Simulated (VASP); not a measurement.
# TiC (P4/mmm) in VASP: notebook, part 2 of 2

VASP 6.6.1.

### Step 3. Relaxation of cell and atoms, PBE

Input file INCAR:

```
SYSTEM = TiC
  PREC = Accurate
  ENCUT = 600
  EDIFF = 1E-7
  ISMEAR = -1
  SIGMA = 0.1
  LREAL = .False.
  LASPH = .True.
  NELM = 120
  ALGO = Normal
  ISIF = 3
  LWAVE = .False.
  LCHARG = .False.
  GGA = PE
  IBRION = 2
  NSW = 60
  EDIFFG = -0.01
  GGA_COMPAT = .False.
  NELMIN = 4
```

Input file KPOINTS:

```
regular mesh
0
Gamma
  7 7 5
  0 0 0
```

Input file POSCAR:

```
TiC
1.0
    2.5385970000      0.0000000000      0.0000000000
    0.0000000000      2.5385970000      0.0000000000
    0.0000000000      0.0000000000      3.6317690000
Ti C
1 1
Direct
    0.0000000000      0.0000000000      0.0000000000
    0.5000000000      0.5000000000      0.5000000000
```

Potentials or basis: VASP PAW PBE potentials, release 64 (Ti_sv, C).

Command:

```bash
cat potpaw_PBE.64/Ti_sv/POTCAR potpaw_PBE.64/C/POTCAR > POTCAR
mpirun -np 1 vasp_std > vasp.out
```

OUTCAR:

```text
SYSTEM = TiC
   PREC = Accurate
   ENCUT = 600
   EDIFF = 1E-7
   ISMEAR = -1
   LREAL = .False.
   LASPH = .True.
   NELM = 120
   ISIF = 3
   GGA = PE
   IBRION = 2
   NSW = 60
   EDIFFG = -0.01
   NELMIN = 4

 ion  position               nearest neighbor table
   1  0.000  0.000  0.000-
   2  0.500  0.500  0.500-

  LATTYP: Found a simple tetragonal cell.
 ALAT       =     2.5385970000
 C/A-ratio  =     1.4306205357

  Lattice vectors:

 A1 = (   2.5385970000,   0.0000000000,   0.0000000000)
 A2 = (   0.0000000000,   2.5385970000,   0.0000000000)
 A3 = (   0.0000000000,   0.0000000000,   3.6317690000)

Analysis of symmetry for initial positions (statically):
=====================================================================
 Subroutine PRICEL returns:
 Original cell was already a primitive cell.

[... 184 lines left out ...]
      5      -4.3069      2.00000
      6       6.0710      2.00000
      7       6.1955      2.00000
      8       6.7781      2.00000
      9      11.2315      0.00000
     10      11.2315      0.00000
     11      11.2757      0.00000
     12      11.2757      0.00000
[... 632 lines left out ...]
--------------------------------------- Ionic step        9  -------------------------------------------

 number of electron      15.9999994 magnetization

 Free energy of the ion-electron system (eV)
  ---------------------------------------------------
  ext. energy  EPLUGINS =         0.00000000
  ---------------------------------------------------
  free energy    TOTEN  =       -16.44931302 eV

  energy without entropy =      -16.38636814  energy(sigma->0) =      -16.41784058

 E-fermi :  10.2274     XC(G=0): -12.9062

 val. band max:       10.2187200622   @ k =   0.4286   0.1429   0.2000
 cond. band min:      10.2417742327   @ k =   0.4286   0.1429   0.4000
 fundamental gap:      0.0230541705
 Fermi energy:        10.2273698639

 k-point     1 :       0.0000    0.0000    0.0000
  band No.  band energies     occupation
      1     -46.5833      2.00000
      2     -22.6650      2.00000
      3     -22.3421      2.00000
      4     -22.3421      2.00000
      5      -3.0070      2.00000
      6       8.4644      2.00000
      7       8.5349      2.00000
      8      10.3691      0.39027
      9      12.1416      0.00000
     10      12.1416      0.00000
     11      13.3063      0.00000
     12      13.3063      0.00000
[... 374 lines left out ...]
  FREE ENERGIE OF THE ION-ELECTRON SYSTEM (eV)
  ---------------------------------------------------
  free  energy   TOTEN  =       -16.4493130186 eV

  energy  without entropy=      -16.3863681375  energy(sigma->0) =      -16.41784058

 reached required accuracy - stopping structural energy minimisation
```

OSZICAR:

```text
N       E                     dE             d eps       ncg     rms          rms(c)
DAV:   1     0.125080193810E+03    0.12508E+03   -0.95064E+03   720   0.172E+03
[... 105 lines left out ...]
DAV:   2    -0.164514714918E+02    0.11878E-02   -0.24774E-02   896   0.219E+00    0.326E-01
DAV:   3    -0.164494294008E+02    0.20421E-02   -0.68879E-03   916   0.872E-01    0.108E-01
DAV:   4    -0.164492796392E+02    0.14976E-03   -0.10003E-03   940   0.373E-01    0.432E-02
DAV:   5    -0.164492985672E+02   -0.18928E-04   -0.63797E-05   804   0.102E-01    0.204E-02
DAV:   6    -0.164493128886E+02   -0.14321E-04   -0.43525E-05  1136   0.412E-02    0.107E-02
DAV:   7    -0.164493130870E+02   -0.19847E-06   -0.26719E-06   820   0.177E-02    0.107E-03
DAV:   8    -0.164493130186E+02    0.68433E-07   -0.11703E-07   544   0.336E-03
   9 F= -.16449313E+02 E0= -.16417841E+02  d E =-.182206E-02
```

CONTCAR:

```text
TiC
   1.00000000000000
     2.6184560041424776    0.0000000000000000    0.0000000000000000
    -0.0000000000000000    2.6184560041424776    0.0000000000000000
    -0.0000000000000000   -0.0000000000000000    2.8957191723904163
  Ti              C
     1     1
Direct
     0.0000000000000000    0.0000000000000000    1.0000000000000000
     0.5000000000000000    0.5000000000000000    0.5000000000000000

  0.00000000E+00  0.00000000E+00  0.00000000E+00
  0.00000000E+00  0.00000000E+00  0.00000000E+00
```

It took 60 s on 1 thread of Intel Xeon 6975P-C (Granite Rapids), shared host; peak memory 0.14 GiB.

Results:

```yaml
Free_energy: -16.4493 eV
Relaxed_volume: 9.93 Å³/atom
Relaxed_cell: a = 2.618 Å, b = 2.618 Å, c = 2.896 Å, α = 90.00°, β = 90.00°, γ = 90.00°
Space_group_after_relaxing_to_0.1_Å: P4/mmm (No. 123)
Energy_gained_by_relaxing: 540.5 meV/atom
Ionic_steps: 9
Pressure_after_relaxing: 0.0 GPa
Band_gap_on_the_k_mesh: zero (bands 8 and 9 overlap by 1.02 eV)
```

Stress tensor (GPa, compression positive):
```
-0.07  0.00  0.00
 0.00 -0.07  0.00
 0.00  0.00  0.01
```

Step by step:
```csv
step,energy change (eV),largest force (eV/Å),pressure (GPa),volume (Å³)
1,0.0000,0.0000,-23.01,23.40
2,-0.9146,0.0000,28.31,17.85
3,-0.9922,0.0000,12.56,18.79
4,-0.9924,0.0000,10.80,18.91
5,-1.0781,0.0000,-3.12,20.14
6,-1.0792,0.0000,-1.71,20.00
7,-1.0792,0.0000,-1.91,20.02
8,-1.0807,0.0000,0.74,19.79
9,-1.0810,0.0000,-0.04,19.85
```

Final structure:
```cif
data_structure
_symmetry_space_group_name_H-M 'P 1'
_symmetry_Int_Tables_number 1
_cell_length_a 2.6185
_cell_length_b 2.6185
_cell_length_c 2.8957
_cell_angle_alpha 90.000
_cell_angle_beta 90.000
_cell_angle_gamma 90.000
_cell_volume 19.85
loop_
_atom_site_label
_atom_site_type_symbol
_atom_site_fract_x
_atom_site_fract_y
_atom_site_fract_z
_atom_site_occupancy
Ti1 Ti 0.00000 0.00000 0.00000 1
C1 C 0.50000 0.50000 0.50000 1
```

Levels at points of the mesh, in eV from the Fermi level:
| k point | band 6 | band 7 | band 8 | band 9 | band 10 | band 11 |
| --- | --- | --- | --- | --- | --- | --- |
| (0.00, 0.00, 0.00) | -1.76 | -1.69 | 0.14 | 1.91 | 1.91 | 3.08 |

Caveat: the volume moved by over 15 % at a fixed basis, so the end points are rough.

### Step 4. Relaxation of cell and atoms, PBE

Input file INCAR:

```
SYSTEM = TiC
PREC     = Accurate       ! precision mode
ENCUT    = 600            ! plane-wave cutoff, eV
EDIFF    = 1E-7           ! SCF threshold, eV
ISMEAR   = 0              ! smearing method
SIGMA    = 0.1            ! smearing width, eV
LREAL    = .FALSE.        ! projectors in reciprocal space
LASPH    = .TRUE.         ! aspherical terms in the spheres
NELM     = 120            ! most SCF steps
ALGO     = Normal         ! electronic algorithm
ISIF     = 3              ! what is computed and relaxed
LWAVE    = .FALSE.        ! write WAVECAR
LCHARG   = .FALSE.        ! write CHGCAR
GGA      = PE             ! functional
IBRION   = 2              ! ionic algorithm
NSW      = 60             ! ionic steps
EDIFFG   = -0.01          ! ionic threshold
GGA_COMPAT= .FALSE.      
NELMIN   = 4
```

Input file KPOINTS:

```
Automatic mesh
0
G
  7 7 5
  0 0 0
```

POSCAR is that of step 3.

Command:

```bash
cat potpaw_PBE.64/Ti_sv/POTCAR potpaw_PBE.64/C/POTCAR > POTCAR
mpirun -np 1 vasp_std > vasp.out
```

Wall time 72 s (1 thread of Intel Xeon 6975P-C (Granite Rapids), shared host); peak memory 0.15 GiB.

Results (log left out):

* Free energy: -16.4211 eV
* Relaxed volume: 9.91 Å³/atom
* Relaxed cell: a = 2.615 Å, b = 2.615 Å, c = 2.899 Å, α = 90.00°, β = 90.00°, γ = 90.00°
* Space group after relaxing (to 0.1 Å): P4/mmm (No. 123)
* Energy gained by relaxing: 530.7 meV/atom
* Ionic steps: 11
* Pressure after relaxing: 0.0 GPa
* Band gap on the k mesh: zero (bands 8 and 9 overlap by 1.02 eV)

Stress tensor (GPa, compression positive):
```
 0.09  0.00  0.00
 0.00  0.09  0.00
 0.00  0.00 -0.15
```

Step by step:
```
step  energy change (eV)  largest force (eV/Å)  pressure (GPa)  volume (Å³)
   1              0.0000                0.0000          -23.03        23.40
   2             -0.8967                0.0000           28.42        17.83
   3             -0.9837                0.0000           11.75        18.84
   4             -0.9839                0.0000            9.89        18.97
   5             -1.0566                0.0000           -3.71        20.17
   6             -1.0571                0.0000           -2.54        20.05
   7             -1.0571                0.0000           -2.75        20.07
   8             -1.0605                0.0000            0.88        19.76
   9             -1.0614                0.0000           -0.23        19.85
  10             -1.0614                0.0000           -0.27        19.86
  11             -1.0614                0.0000            0.01        19.83
```

Final structure:
```
CELL_PARAMETERS angstrom
2.61541 0.00000 0.00000
0.00000 2.61541 0.00000
0.00000 0.00000 2.89853
ATOMIC_POSITIONS crystal
Ti 0.00000 0.00000 0.00000
C 0.50000 0.50000 0.50000
```

Levels at points of the mesh, in eV from the Fermi level:
```
           k point  band 4  band 5  band 6  band 7  band 8  band 9  band 10  band 11  band 12
(0.00, 0.00, 0.00)  -32.58  -13.26   -1.79   -1.72    0.10    1.91     1.91     3.07     3.07
```

Caveat: the volume moved by over 15 % at a fixed basis, so the end points are rough.
